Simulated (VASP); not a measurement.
# Sn (Immm) in VASP: a series of runs, part 2 of 2

VASP 6.6.1.

### 4 Relaxation of cell and atoms, LDA, target pressure 10 GPa, at which the enthalpy is minimised

INCAR reads:

```
SYSTEM = Sn
PREC = Accurate
ENCUT = 600
EDIFF = 1E-6
ISMEAR = -1
SIGMA = 0.05
LREAL = .False.
LASPH = .True.
NELM = 80
ALGO = Normal
ISIF = 3
LWAVE = .False.
LCHARG = .False.
IBRION = 2
NSW = 80
EDIFFG = -0.01
PSTRESS = 100.0
```

KPOINTS reads:

```
Automatic mesh
0
Gamma
  11 11 11
  0 0 0
```

POSCAR reads:

```
Sn
1.0
   -1.7265390000      1.7755470000      2.3383420000
    1.7265390000     -1.7755470000      2.3383420000
    1.7265390000      1.7755470000     -2.3383420000
Sn
1
Direct
    0.0000000000      0.0000000000      0.0000000000
```

Potentials or basis: VASP PAW LDA potentials, release 64 (Sn_d).

The run is started by

```console
$ cat potpaw_LDA.64/Sn_d/POTCAR > POTCAR
$ mpirun -np 1 vasp_std > vasp.out
```

OUTCAR:

```text
SYSTEM = Sn
   PREC = Accurate
   ENCUT = 600
   EDIFF = 1E-6
   ISMEAR = -1
   LREAL = .False.
   LASPH = .True.
   NELM = 80
   ISIF = 3
   IBRION = 2
   NSW = 80
   EDIFFG = -0.01
   PSTRESS = 100.0

 ion  position               nearest neighbor table
   1  0.000  0.000  0.000-

  LATTYP: Found a body centered orthorhombic cell.
 ALAT       =     3.4530780000
 B/A-ratio  =     1.0283851103
 C/A-ratio  =     1.3543522620

  Lattice vectors:

 A1 = (  -1.7265390000,   1.7755470000,   2.3383420000)
 A2 = (   1.7265390000,  -1.7755470000,   2.3383420000)
 A3 = (   1.7265390000,   1.7755470000,  -2.3383420000)

Analysis of symmetry for initial positions (statically):
=====================================================================
 Subroutine PRICEL returns:
 Original cell was already a primitive cell.

 Routine SETGRP: Setting up the symmetry group for a
[... 620 lines left out ...]
[... ionic steps 4 to 17 ...]

--------------------------------------- Ionic step       18  -------------------------------------------

 number of electron      13.9999999 magnetization

------------------------ aborting loop because EDIFF is reached ----------------------------------------
[... 69 lines left out ...]
--------------------------------------- Ionic step       20  -------------------------------------------

 number of electron      13.9999999 magnetization

 Free energy of the ion-electron system (eV)
  ---------------------------------------------------
  ext. energy  EPLUGINS =         0.00000000
  ---------------------------------------------------
  free energy    TOTEN  =        -4.36228138 eV

  energy without entropy =       -4.35796336  energy(sigma->0) =       -4.36012237

 E-fermi :  10.1771     XC(G=0): -11.4567

 val. band max:       10.1214888137   @ k =   0.4545  -0.3636   0.0909
 cond. band min:      10.1951413335   @ k =   0.3636   0.2727   0.1818
 fundamental gap:      0.0736525197
 Fermi energy:        10.1770823400

 k-point     1 :       0.0000    0.0000    0.0000
  band No.  band energies     occupation
      1     -11.4120      2.00000
      2     -11.4117      2.00000
      3     -11.3702      2.00000
      4     -11.2825      2.00000
      5     -11.2369      2.00000
      6      -2.3612      2.00000
      7      19.2554      0.00000
      8      19.3596      0.00000
      9      19.3655      0.00000
     10      21.0715      0.00000
     11      23.2798      0.00000
[... 354 lines left out ...]
  energy  without entropy=       -4.3579633556  energy(sigma->0) =       -4.36012237

  enthalpy is  TOTEN    =        -2.9399710870 eV   P V=        1.4223102880

 reached required accuracy - stopping structural energy minimisation
```

OSZICAR:

```text
N       E                     dE             d eps       ncg     rms          rms(c)
DAV:   1     0.755976489263E+02    0.75598E+02   -0.82022E+03  4794   0.203E+03
DAV:   2     0.301432448329E+00   -0.75296E+02   -0.73518E+02  4899   0.346E+02
[... 135 lines left out ...]
DAV:   4    -0.436245560519E+01   -0.34704E-07   -0.50792E-07  2415   0.967E-03
  19 F= -.29399640E+01 E0= -.29377923E+01  d E =-.417524E-05
       N       E                     dE             d eps       ncg     rms          rms(c)
DAV:   1    -0.436234352800E+01    0.11204E-03   -0.16566E-03  5561   0.447E-01    0.409E-02
DAV:   2    -0.436230286670E+01    0.40661E-04   -0.55296E-05  6870   0.172E-01    0.248E-02
DAV:   3    -0.436228105930E+01    0.21807E-04   -0.25424E-05  5589   0.153E-01    0.272E-03
DAV:   4    -0.436228137504E+01   -0.31573E-06   -0.46948E-06  4879   0.276E-02
  20 F= -.29399711E+01 E0= -.29378121E+01  d E =-.112385E-04
```

It took 4.6 min on 1 thread of Intel Xeon 6975P-C (Granite Rapids), shared host; peak memory 0.24 GiB.

What came out:

```yaml
Free_energy: -4.3623 eV
Relaxed_volume: 22.79 Å³/atom
Relaxed_cell: a = 3.163 Å, b = 3.163 Å, c = 3.163 Å, α = 118.72°, β = 118.74°, γ = 92.21°
Space_group_after_relaxing_to_0.1_Å: I4/mmm (No. 139)
Energy_change_on_relaxing_the_run_minimises_the_enthalpy: +39.3 meV/atom
Ionic_steps: 20
Pressure_after_relaxing: 10.0 GPa
Band_gap_on_the_k_mesh: zero (bands 7 and 8 overlap by 11.40 eV)
```

Step by step:
| step | energy change (eV) | largest force (eV/Å) | pressure (GPa) | volume (Å³) |
| --- | --- | --- | --- | --- |
| 1 | 0.0000 | 0.0000 | -4.69 | 28.67 |
| 2 | 0.5308 | 0.0000 | 36.29 | 19.09 |
| 3 | 0.0329 | 0.0000 | 9.37 | 22.93 |
| 4 | 0.0403 | 0.0000 | 9.92 | 22.81 |
| 5 | 0.0471 | 0.0000 | 10.41 | 22.70 |
| 6 | 0.0459 | 0.0000 | 10.41 | 22.69 |
| 7 | 0.0460 | 0.0000 | 10.42 | 22.69 |
| 8 | 0.0346 | 0.0000 | 9.60 | 22.87 |
| 9 | 0.0397 | 0.0000 | 9.96 | 22.78 |
| 10 | 0.0400 | 0.0000 | 10.04 | 22.78 |
| 11 | 0.0398 | 0.0000 | 9.97 | 22.78 |
| 12 | 0.0392 | 0.0000 | 9.98 | 22.79 |
| 13 | 0.0382 | 0.0000 | 9.94 | 22.81 |
| 14 | 0.0378 | 0.0000 | 9.87 | 22.81 |
| 15 | 0.0383 | 0.0000 | 9.85 | 22.80 |
| 16 | 0.0400 | 0.0000 | 9.99 | 22.78 |
| 17 | 0.0397 | 0.0000 | 10.01 | 22.78 |
| 18 | 0.0390 | 0.0000 | 9.98 | 22.79 |
| 19 | 0.0391 | 0.0000 | 9.93 | 22.79 |
| 20 | 0.0393 | 0.0000 | 9.96 | 22.79 |

Final structure:
```
Sn
1.0
    -1.61194    1.61159    2.19301
     1.61194   -1.61159    2.19301
     1.61194    1.61159   -2.19301
Sn
1
Direct
  0.00000 0.00000 0.00000
```

Levels at points of the mesh, in eV from the Fermi level:
| k point | band 4 | band 5 | band 6 | band 7 | band 8 | band 9 | band 10 | band 11 |
| --- | --- | --- | --- | --- | --- | --- | --- | --- |
| (0.00, 0.00, 0.00) | -21.46 | -21.41 | -12.54 | 9.08 | 9.18 | 9.19 | 10.89 | 13.10 |

Caveat: the cell is relaxed towards a set pressure, so the run minimises the enthalpy, not the energy; the volume moved by over 15 % at a fixed basis, so the end points are rough; spin-orbit coupling is left out, which moves the levels of the heavy elements.

### 5 Single point, PBE (cell strained by +1.0% along z)

INCAR reads:

```
SYSTEM = Sn
GGA = PE
ISMEAR = 1
SIGMA = 0.05
LWAVE = .FALSE.
LCHARG = .FALSE.
ISIF = 2
PREC = Accurate
LASPH = .TRUE.
LREAL = .FALSE.
ALGO = Normal
EDIFF = 1E-8
NELM = 120
GGA_COMPAT = .FALSE.
ENCUT = 620
KPAR = 2
NBANDS = 25
```

KPOINTS reads:

```
Automatic mesh
0
Gamma
  21 21 21
  0 0 0
```

POSCAR reads:

```
Sn
1.0
   -1.7265390000      1.7755470000      2.3617254200
    1.7265390000     -1.7755470000      2.3617254200
    1.7265390000      1.7755470000     -2.3617254200
Sn
1
Direct
    0.0000000000      0.0000000000      0.0000000000
```

Potentials or basis: VASP PAW PBE potentials, release 64 (Sn_d).

The run is started by

```console
$ cat potpaw_PBE.64/Sn_d/POTCAR > POTCAR
$ mpirun -np 2 vasp_std > vasp.out
```

Wall time 12 min (2 MPI ranks of Intel Xeon Platinum 8259CL at 2.50GHz (Skylake/Cascade Lake), shared host); peak memory 0.9 GiB.

Results (log left out):

| Item | Value |
| --- | --- |
| Free energy | -3.7800 eV |
| Pressure | -1.5 GPa |
| Band gap on the k mesh | zero (bands 7 and 8 overlap by 8.81 eV) |

Stress tensor (GPa, compression positive):
```
-1.41  0.00  0.00
 0.00 -1.55  0.00
 0.00  0.00 -1.42
```

Levels at points of the mesh, in eV from the Fermi level:
| k point | band 5 | band 6 | band 7 | band 8 | band 9 | band 10 |
| --- | --- | --- | --- | --- | --- | --- |
| (0.00, 0.00, 0.00) | -21.49 | -10.72 | 6.92 | 7.08 | 7.47 | 10.56 |

Caveat: the cell differs from its parent crystal (cell strained by +1.0% along z); spin-orbit coupling is left out, which moves the levels of the heavy elements.

### 6 Overview

```csv
task,level,potentials or basis,cell,k mesh,cutoff (eV),smearing,dipole correction,tolerance level,purpose,gap on the mesh (eV),pressure (GPa)
relaxation of cell and atoms,LDA,"VASP PAW LDA potentials, release 64 (Sn_d)","relaxed to 2 GPa from a = 3.406 Å, angles 119.1, 117.2, 93.3°, 1 atom",11 × 11 × 11,600,fermi-dirac 0.05 eV,no,-,-,none,2.0
relaxation of cell and atoms,LDA,"VASP PAW LDA potentials, release 64 (Sn_d)","relaxed to 5 GPa from a = 3.406 Å, angles 119.1, 117.2, 93.3°, 1 atom",11 × 11 × 11,600,fermi-dirac 0.05 eV,no,-,-,none,5.0
relaxation of cell and atoms,LDA,"VASP PAW LDA potentials, release 64 (Sn_d)","relaxed to 10 GPa from a = 3.406 Å, angles 119.1, 117.2, 93.3°, 1 atom",11 × 11 × 11,600,fermi-dirac 0.05 eV,no,-,-,none,10.0
single point,PBE,"VASP PAW PBE potentials, release 64 (Sn_d)","a = 3.422 Å, angles 119.4, 117.5, 92.7°, 1 atom",21 × 21 × 21,620,methfessel-paxton 0.05 eV,-,tight,stress,none,-1.5
```

Alike in all rows: no spin polarisation.

Caveats: spin-orbit coupling is left out, which moves the levels of the heavy elements; the cell is relaxed towards a set pressure, so the run minimises the enthalpy, not the energy (at least some runs); the volume moved by over 15 % at a fixed basis, so the end points are rough (at least some runs).

Absolute energies hang on the potentials; compare differences alone.
